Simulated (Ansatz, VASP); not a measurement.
# One calculation of Cd, two programs

```
Cd
1.0
     0.00000    3.28338    3.28338
     3.28338    0.00000    3.28338
     3.28338    3.28338    0.00000
Cd
2
Direct
  0.00000 0.00000 0.00000
  0.25000 0.25000 0.25000
```

Change from the starting cell: volume scaled by 0.95, crystal datasets.

Alike in both runs: task electric field gradients; functional PBE; k mesh 9 × 9 × 9; occupations fermi-dirac, width 0.08 eV; no spin polarisation.

|  | VASP | Ansatz |
| --- | --- | --- |
| version | VASP 6.6.1 | Ansatz 0.2.0 |
| potentials or method | VASP PAW PBE potentials, release 64 (Cd), cutoff 520 eV | all-electron PAW with datasets made for the crystal, scalar-relativistic |

Ansatz gave:

```
pressure (GPa) : 0.8
```

Problem. Estimate VASP's values.

Solution. Pressure (GPa): 1.0.

Ansatz ran all-electron here, and VASP with PAW potentials.
